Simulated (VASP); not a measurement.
# KF in VASP: further runs

Runs on KF. Level: LDA. Tasks: single point.

All numbers are computed with VASP 6.6.1; they aren't measurements. Logs are shortened: lines on timing, memory, paths and dates and some standing lists are left out, and cuts for length are marked.

## Step 1: The cell of the first run

Symmetry: Fm-3m, No. 225, cubic system. Conventional cell: a = 5.614 Å, b = 5.614 Å, c = 5.614 Å, α = 90.00°, β = 90.00°, γ = 90.00°. Within 3.7 Å of K (site symmetry m-3m) lie 6 F at 2.81 Å. F (site symmetry m-3m) has 6 K at 2.81 Å within 3.7 Å.

## Step 2: Single point, LDA (strain +0.050 along x and y, +0.050 along z)

INCAR

```
ALGO = Normal
EDIFF = 1E-6
ENCUT = 520
GGA = CA
ISIF = 2
ISMEAR = 0
LASPH = T
LCHARG = F
LREAL = F
LWAVE = F
NBANDS = 15
NELM = 100
PREC = Accurate
SIGMA = 0.05
```

KPOINTS

```
k-points
0
Gamma
  8 8 8
```

POSCAR

```
KF
1.0
    0.0000000000      2.8071750000      2.8071750000
    2.8071750000      0.0000000000      2.8071750000
    2.8071750000      2.8071750000      0.0000000000
K F
1 1
Direct
    0.0000000000      0.0000000000      0.0000000000
    0.5000000000      0.5000000000      0.5000000000
```

Potentials or basis: VASP PAW LDA potentials, release 64 (K_sv, F).

On the command line:

```bash
$ cat potpaw_LDA.64/K_sv/POTCAR potpaw_LDA.64/F/POTCAR > POTCAR
$ mpirun -np 1 vasp_std > vasp.out
```

OUTCAR:

```text
EDIFF = 1E-6
   ENCUT = 520
   GGA = CA
   ISIF = 2
   ISMEAR = 0
   LASPH = T
   LREAL = F
   NELM = 100
   PREC = Accurate

 ion  position               nearest neighbor table
   1  0.000  0.000  0.000-   2 2.81   2 2.81   2 2.81   2 2.81   2 2.81   2 2.81
   2  0.500  0.500  0.500-   1 2.81   1 2.81   1 2.81   1 2.81   1 2.81   1 2.81

  LATTYP: Found a face centered cubic cell.
 ALAT       =     5.6143500000

  Lattice vectors:

 A1 = (   0.0000000000,   2.8071750000,   2.8071750000)
 A2 = (   2.8071750000,   0.0000000000,   2.8071750000)
 A3 = (   2.8071750000,   2.8071750000,   0.0000000000)

Analysis of symmetry for initial positions (statically):
=====================================================================
 Subroutine PRICEL returns:
 Original cell was already a primitive cell.

 Routine SETGRP: Setting up the symmetry group for a
 face centered cubic supercell.

 Subroutine GETGRP returns: Found 48 space group operations
 (whereof 48 operations were pure point group operations)
 out of a pool of 48 trial point group operations.

The static configuration has the point symmetry O_h .

Analysis of symmetry for dynamics (positions and initial velocities):
=====================================================================
 Subroutine PRICEL returns:
 Original cell was already a primitive cell.

 Routine SETGRP: Setting up the symmetry group for a
 face centered cubic supercell.

 Subroutine GETGRP returns: Found 48 space group operations
 (whereof 48 operations were pure point group operations)
 out of a pool of 48 trial point group operations.

The dynamic configuration has the point symmetry O_h .

 Subroutine INISYM returns: Found 48 space group operations
 (whereof 48 operations are pure point group operations),
 and found     1 'primitive' translations

----------------------------------------------------------------------------------------

                                     Primitive cell

  volume of cell :      44.2424

  direct lattice vectors                    reciprocal lattice vectors
     0.000000000  2.807175000  2.807175000    -0.178115009  0.178115009  0.178115009
     2.807175000  0.000000000  2.807175000     0.178115009 -0.178115009  0.178115009
     2.807175000  2.807175000  0.000000000     0.178115009  0.178115009 -0.178115009

  length of vectors
     3.969944957  3.969944957  3.969944957     0.308504245  0.308504245  0.308504245

  position of ions in fractional coordinates (direct lattice)
     0.000000000  0.000000000  0.000000000
     0.500000000  0.500000000  0.500000000

  ion indices of the primitive-cell ions
   primitive index   ion index
                 1           1
                 2           2

----------------------------------------------------------------------------------------

 KPOINTS: k-points

Automatic generation of k-mesh.
 Grid dimensions read from file:
 generate k-points for:    8    8    8

 Generating k-lattice:

  Cartesian coordinates                     Fractional coordinates (reciprocal lattice)
    -0.022264376  0.022264376  0.022264376     0.125000000  0.000000000  0.000000000
     0.022264376 -0.022264376  0.022264376     0.000000000  0.125000000  0.000000000
     0.022264376  0.022264376 -0.022264376     0.000000000  0.000000000  0.125000000

  Length of vectors
     0.038563031  0.038563031  0.038563031

  Shift w.r.t. Gamma in fractional coordinates (k-lattice)
     0.000000000  0.000000000  0.000000000

 Subroutine IBZKPT returns following result:
 ===========================================

 Found     29 irreducible k-points:

 Following reciprocal coordinates:
            Coordinates               Weight
  0.000000  0.000000  0.000000      1.000000
  0.125000  0.000000  0.000000      8.000000
  0.250000  0.000000  0.000000      8.000000
  0.375000  0.000000  0.000000      8.000000
  0.500000  0.000000  0.000000      4.000000
  0.125000  0.125000  0.000000      6.000000
[... 16 lines left out ...]
  0.500000  0.250000  0.125000     48.000000
 -0.375000  0.250000  0.125000     24.000000
 [... further k-points ...]
   k-points           NKPTS =     29   k-points in BZ     NKDIM =     29   number of bands    NBANDS=     15
   number of dos      NEDOS =    301   number of ions     NIONS =      2
   total plane-waves  NPLWV =  27000
   dimension x,y,z NGX =    30 NGY =   30 NGZ =   30
   dimension x,y,z NGXF=    60 NGYF=   60 NGZF=   60
   ions per type =               1   1
   NGX,Y,Z   is equivalent  to a cutoff of  12.56, 12.56, 12.56 a.u.
   NGXF,Y,Z  is equivalent  to a cutoff of  25.13, 25.13, 25.13 a.u.
 SYSTEM =  unknown system
   PREC   = accura    normal or accurate (medium, high low for compatibility)
   ISTART =      0    job   : 0-new  1-cont  2-samecut
   ICHARG =      2    charge: 1-file 2-atom 10-const
   ISPIN  =      1    spin polarized calculation?
   LNONCOLLINEAR =      F non collinear calculations
   LSORBIT =      F    spin-orbit coupling
   LASPH  =      T    aspherical Exc in radial PAW
   ENCUT  =  520.0 eV  38.22 Ry    6.18 a.u.   7.38  7.38  7.38*2*pi/ulx,y,z
   NELM   =    100;   NELMIN=  2; NELMDL= -5     # of ELM steps
   EDIFF  = 0.1E-05   stopping-criterion for ELM
   LREAL  =      F    real-space projection
   EDIFFG = 0.1E-04   stopping-criterion for IOM
   NSW    =      0    number of steps for IOM
   IBRION =     -1    ionic relax: 0-MD 1-quasi-New 2-CG
   NFREE  =      0    steps in history (QN), initial steepest desc. (CG)
   ISIF   =      2    stress and relaxation
   ISYM   =      2    0-nonsym 1-usesym 2-fastsym
   POTIM  = 0.5000    time-step for ionic-motion
   TEBEG  =    0.0;   TEEND  =   0.0 temperature during run
   PSTRESS=    0.0 pullay stress
   NELECT =      16.0000    total number of electrons
   NUPDOWN=      -1.0000    fix difference up-down
   EMIN   =  10.00;   EMAX   =-10.00  energy-range for DOS
   EFERMI =   0.00;   METHOD = LEGACY
   ISMEAR =     0;   SIGMA  =   0.05  broadening in eV -4-tet -1-fermi 0-gaus
   EFERMI_NEDOS =   21; number of points for ismear=-14 and -15
   IALGO  =     38    algorithm
   IMIX   =      4    mixing-type and parameters
     AMIX     =   0.40;   BMIX     =  1.00
     AMIX_MAG =   1.60;   BMIX_MAG =  1.00
  volume/ion in A,a.u.               =      22.12       149.28
  Fermi-wavevector in a.u.,A,eV,Ry     =   1.166367  2.204115 18.509539  1.360413
  Thomas-Fermi vector in A             =   2.302881
   LORBIT       =      0    0 simple, 1 ext, 2 COOP (PROOUT), +10 PAW based schemes
   GGA     = CA    functional components
   LHFCALC =     F    Hartree Fock is set to
   AEXX    =    0.0000 exact exchange contribution
   IVDW    =     0    specifies the selected vdW correction
   LEPSILON=     F    determine dielectric tensor
   LRPA    =     F    only Hartree local field effects (RPA)
 non-spin polarized calculation
 Gauss-broadening in eV      SIGMA  =   0.05
  energy-cutoff  :      520.00
  volume of cell :       44.24
 maximum number of plane-waves:      1243
 NGX is ok and might be reduce to    30
   NGX = 15   NGY = 15   NGZ = 15

 number of electron      16.0000014 magnetization

 Free energy of the ion-electron system (eV)
  ---------------------------------------------------
  ext. energy  EPLUGINS =         0.00000000
  ---------------------------------------------------
  free energy    TOTEN  =        -8.85511481 eV

  energy without entropy =       -8.85511481  energy(sigma->0) =       -8.85511481

 E-fermi :  -3.2705     XC(G=0):  -8.4480

 val. band max:       -3.5703403644   @ k =   0.0000   0.0000   0.0000
 cond. band min:       1.5437354059   @ k =   0.0000   0.0000   0.0000
 fundamental gap:      5.1140757703
 Fermi energy:        -3.2704718325

 k-point     1 :       0.0000    0.0000    0.0000
  band No.  band energies     occupation
      1     -29.6389      2.00000
      2     -21.7128      2.00000
      3     -13.1987      2.00000
      4     -13.1987      2.00000
      5     -13.1987      2.00000
      6      -3.5703      2.00000
      7      -3.5703      2.00000
      8      -3.5703      2.00000
      9       1.5437      0.00000
     10       6.5282      0.00000
     11       6.5282      0.00000
     12       6.5282      0.00000
     13       8.0638      0.00000
     14       8.0638      0.00000
     15      11.8842      0.00000

 k-point     2 :       0.1250    0.0000    0.0000
  band No.  band energies     occupation
      1     -29.6314      2.00000
      2     -21.7180      2.00000
      3     -13.2300      2.00000
      4     -13.2031      2.00000
      5     -13.2031      2.00000
      6      -3.6934      2.00000
      7      -3.6091      2.00000
      8      -3.6091      2.00000
      9       1.9319      0.00000
     10       6.2527      0.00000
     11       6.7133      0.00000
     12       6.7133      0.00000
     13       8.1709      0.00000
     14       8.1709      0.00000
     15      12.5856      0.00000

 k-point     3 :       0.2500    0.0000    0.0000
  band No.  band energies     occupation
      1     -29.6132      2.00000
      2     -21.7316      2.00000
      3     -13.3051      2.00000
      4     -13.2137      2.00000
      5     -13.2137      2.00000
      6      -3.9515      2.00000
      7      -3.7011      2.00000
      8      -3.7011      2.00000
      9       2.9190      0.00000
     10       5.8178      0.00000
     11       7.1642      0.00000
     12       7.1642      0.00000
     13       8.5308      0.00000
     14       8.5308      0.00000
     15      13.4123      0.00000
[... 343 lines left out ...]
 k-point    23 :       0.5000    0.2500    0.1250
  band No.  band energies     occupation
      1     -29.5864      2.00000
      2     -21.7346      2.00000
      3     -13.3986      2.00000
      4     -13.3348      2.00000
      5     -13.2480      2.00000
      6      -4.0661      2.00000
      7      -3.8013      2.00000
      8      -3.7247      2.00000
      9       4.5414      0.00000
     10       5.2809      0.00000
     11       7.3036      0.00000
     12       8.1802      0.00000
     13       8.9518      0.00000
     14       9.8615      0.00000
     15      10.8256      0.00000

 k-point    24 :      -0.3750    0.2500    0.1250
  band No.  band energies     occupation
      1     -29.5805      2.00000
      2     -21.7365      2.00000
      3     -13.4287      2.00000
      4     -13.3457      2.00000
      5     -13.2547      2.00000
      6      -4.0735      2.00000
      7      -3.7965      2.00000
      8      -3.7955      2.00000
      9       4.9503      0.00000
     10       5.4814      0.00000
     11       7.1742      0.00000
     12       8.2885      0.00000
     13       9.3554      0.00000
     14      10.1264      0.00000
     15      10.2268      0.00000

 [... further k-points ...]
[... 5 lines left out ...]
  --------------------------------------------------------------------------------------
  -------------------------------------------------------------------------------------
  Total       -1.6245596     -1.6245596     -1.6245596     -0.0000000      0.0000000     -0.0000000
  in kB      -58.8312091    -58.8312091    -58.8312091     -0.0000000      0.0000000     -0.0000000
  external PRESSURE =     -58.8312091 kB  Pullay stress =       0.0000000 kB

 VOLUME and BASIS-vectors are now :
 -----------------------------------------------------------------------------
  energy-cutoff  :      520.00
  volume of cell :       44.24
      direct lattice vectors                 reciprocal lattice vectors
     0.000000000  2.807175000  2.807175000    -0.178115009  0.178115009  0.178115009
     2.807175000  0.000000000  2.807175000     0.178115009 -0.178115009  0.178115009
     2.807175000  2.807175000  0.000000000     0.178115009  0.178115009 -0.178115009

 POSITION                                       TOTAL-FORCE (eV/Angst)
 -----------------------------------------------------------------------------------
      0.00000      0.00000      0.00000         0.000000     -0.000000     -0.000000
      2.80717      2.80717      2.80717        -0.000000      0.000000      0.000000
 -----------------------------------------------------------------------------------
    total drift:                                0.000000      0.000000      0.000000

  FREE ENERGIE OF THE ION-ELECTRON SYSTEM (eV)
  ---------------------------------------------------
  free  energy   TOTEN  =        -8.8551148102 eV

  energy  without entropy=       -8.8551148102  energy(sigma->0) =       -8.85511481
```

Wall time 13 s (1 thread of Intel Xeon Platinum 8488C (Sapphire Rapids), shared host); peak memory 0.15 GiB.

Results:

- Free energy: -8.8551 eV
- Pressure: -5.9 GPa
- Band gap on the k mesh: 5.11 eV, direct

Levels at points of the mesh, in eV from the valence-band top:
```tsv
k point	band 5	band 6	band 7	band 8	band 9	band 10	band 11	band 12
(0.00, 0.00, 0.00)	-9.63	0.00	0.00	0.00	5.11	10.10	10.10	10.10
(0.50, 0.00, 0.00)	-9.66	-0.69	-0.26	-0.26	8.17	9.21	11.27	11.27
(0.50, 0.50, 0.00)	-9.77	-0.27	-0.08	-0.08	7.77	9.31	10.31	12.79
```

Caveat: the cell differs from its parent crystal (strain +0.050 along x and y, +0.050 along z).

## Step 3: Single point, LDA (strain -0.050 along x and y, -0.025 along z)

INCAR

```
  ALGO = Normal
  EDIFF = 1E-7
  ENCUT = 520
  GGA = CA
  ISIF = 2
  ISMEAR = 0
  LASPH = T
  LCHARG = F
  LREAL = F
  LWAVE = F
  NBANDS = 15
  NELM = 60
  PREC = Accurate
  SIGMA = 0.05
```

KPOINTS is that of step 2.

POSCAR

```
KF
1.0
    0.0000000000      2.5398250000      2.6066625000
    2.5398250000      0.0000000000      2.6066625000
    2.5398250000      2.5398250000      0.0000000000
K F
1 1
Direct
    0.0000000000      0.0000000000      0.0000000000
    0.5000000000      0.5000000000      0.5000000000
```

Potentials or basis: VASP PAW LDA potentials, release 64 (K_sv, F).

On the command line:

```bash
$ cat potpaw_LDA.64/K_sv/POTCAR potpaw_LDA.64/F/POTCAR > POTCAR
$ mpirun -np 1 vasp_std > vasp.out
```

Wall time 19 s (1 thread of Intel Xeon Platinum 8488C (Sapphire Rapids), shared host); peak memory 0.15 GiB.

Results (log left out):

```
Free energy            : -9.0626 eV
Pressure               : 1.4 GPa
Band gap on the k mesh : 6.45 eV, direct
```

Stress tensor (GPa, compression positive):
```
 2.19  0.00  0.00
 0.00  2.19  0.00
 0.00  0.00 -0.14
```

Levels at points of the mesh, in eV from the valence-band top:
```tsv
k point	band 6	band 7	band 8	band 9	band 10	band 11
(0.00, 0.00, 0.00)	-0.06	0.00	0.00	6.45	10.69	10.87
(0.50, 0.00, 0.00)	-1.03	-0.52	-0.51	9.27	11.15	12.46
(0.50, 0.50, 0.00)	-0.20	-0.01	-0.01	8.00	10.82	12.24
(0.50, 0.00, 0.50)	-0.10	-0.09	-0.01	7.90	10.82	12.48
```

Caveat: the cell differs from its parent crystal (strain -0.050 along x and y, -0.025 along z).

## Step 4: Single point, LDA (strain -0.050 along x and y, +0.000 along z)

INCAR

```
SYSTEM = KF
PREC = Accurate
ENCUT = 520
EDIFF = 1E-7
ISMEAR = 0
SIGMA = 0.05
LREAL = .FALSE.
LASPH = .TRUE.
NELM = 100
ALGO = Normal
ISIF = 2
LWAVE = .FALSE.
LCHARG = .FALSE.
GGA = CA
NBANDS = 15
```

KPOINTS

```
regular mesh
0
G
  8 8 8
  0 0 0
```

POSCAR

```
KF
1.0
    0.0000000000      2.5398250000      2.6735000000
    2.5398250000      0.0000000000      2.6735000000
    2.5398250000      2.5398250000      0.0000000000
K F
1 1
Direct
    0.0000000000      0.0000000000      0.0000000000
    0.5000000000      0.5000000000      0.5000000000
```

On the command line:

```bash
$ cat potpaw_LDA.64/K_sv/POTCAR potpaw_LDA.64/F/POTCAR > POTCAR
$ mpirun -np 1 vasp_std > vasp.out
```

It took 31 s on 1 thread of Intel Xeon Platinum 8488C (Sapphire Rapids), shared host; peak memory 0.16 GiB.

It converged, with:

```
Free energy            : -9.0572 eV
Pressure               : 0.4 GPa
Band gap on the k mesh : 6.27 eV, direct
```

Stress tensor (GPa, compression positive):
```
 1.70  0.00  0.00
 0.00  1.70  0.00
 0.00  0.00 -2.15
```

Levels at points of the mesh, in eV from the valence-band top:
```tsv
k point	band 5	band 6	band 7	band 8	band 9	band 10	band 11	band 12
(0.00, 0.00, 0.00)	-8.80	-0.11	0.00	0.00	6.27	10.51	10.86	10.86
(0.50, 0.00, 0.00)	-8.80	-1.01	-0.51	-0.50	9.14	10.92	12.26	12.59
(0.50, 0.50, 0.00)	-9.07	-0.29	-0.02	-0.02	8.04	10.66	11.85	14.11
(0.50, 0.00, 0.50)	-9.08	-0.15	-0.11	-0.01	7.85	10.66	12.31	14.08
```

Caveat: the cell differs from its parent crystal (strain -0.050 along x and y, +0.000 along z).

## Step 5: Single point, LDA (strain -0.025 along x and y, +0.000 along z)

INCAR

```
SYSTEM = KF
PREC     = Accurate       ! precision mode
ENCUT    = 520            ! plane-wave cutoff, eV
EDIFF    = 1E-7           ! SCF threshold, eV
ISMEAR   = 0              ! smearing method
SIGMA    = 0.05           ! smearing width, eV
LREAL    = .FALSE.        ! projectors in reciprocal space
LASPH    = .TRUE.         ! aspherical terms in the spheres
NELM     = 80             ! most SCF steps
ALGO     = Normal         ! electronic algorithm
ISIF     = 2              ! what is computed and relaxed
LWAVE    = .FALSE.        ! write WAVECAR
LCHARG   = .FALSE.        ! write CHGCAR
NBANDS   = 15             ! bands
```

KPOINTS

```
Automatic mesh
0
G
  8 8 8
  0 0 0
```

POSCAR

```
KF
1.0
    0.0000000000      2.6066625000      2.6735000000
    2.6066625000      0.0000000000      2.6735000000
    2.6066625000      2.6066625000      0.0000000000
K F
1 1
Direct
    0.0000000000      0.0000000000      0.0000000000
    0.5000000000      0.5000000000      0.5000000000
```

On the command line:

```bash
$ cat potpaw_LDA.64/K_sv/POTCAR potpaw_LDA.64/F/POTCAR > POTCAR
$ mpirun -np 1 vasp_std > vasp.out
```

Wall time 31 s (1 thread of Intel Xeon Platinum 8488C (Sapphire Rapids), shared host); peak memory 0.15 GiB.

The run converged. Its results:

* Free energy: -9.0600 eV
* Pressure: -1.9 GPa
* Band gap on the k mesh: 6.02 eV, direct

Stress tensor (GPa, compression positive):
```
-1.39  0.00  0.00
 0.00 -1.39  0.00
 0.00  0.00 -2.84
```

Levels at points of the mesh, in eV from the valence-band top:
```tsv
k point	band 4	band 5	band 6	band 7	band 8	band 9	band 10	band 11	band 12	band 13
(0.00, 0.00, 0.00)	-8.95	-8.95	-0.05	0.00	0.00	6.02	10.52	10.68	10.68	12.31
(0.50, 0.00, 0.00)	-9.01	-8.98	-0.92	-0.43	-0.42	8.96	10.56	12.10	12.27	14.60
(0.50, 0.50, 0.00)	-9.20	-9.20	-0.25	-0.04	-0.04	7.98	10.37	11.61	13.84	14.56
(0.50, 0.00, 0.50)	-9.25	-9.21	-0.17	-0.09	-0.04	7.88	10.38	11.84	13.82	14.45
```

Caveat: the cell differs from its parent crystal (strain -0.025 along x and y, +0.000 along z). A k mesh can miss the band edges.

## Step 6: Summary

```csv
cell,gap on the mesh (eV),pressure (GPa)
"a = 3.970 Å, angles 60.0°, 2 atoms",5.11,-5.9
"a = 3.639, b = 3.639, c = 3.592 Å, angles 60.4, 60.4, 59.1°, 2 atoms",6.45,1.4
"a = 3.688, b = 3.688, c = 3.592 Å, angles 60.9, 60.9, 58.3°, 2 atoms",6.27,0.4
"a = 3.734, b = 3.734, c = 3.686 Å, angles 60.4, 60.4, 59.2°, 2 atoms",6.02,-1.9
```

Alike in all rows: task single point; level LDA; potentials or basis VASP PAW LDA potentials, release 64 (K_sv, F); no spin polarisation; k mesh 8 × 8 × 8; cutoff (eV) 520; smearing gaussian 0.05 eV.

Total energies depend on the potentials used, so only differences within one code and one set of settings carry meaning.
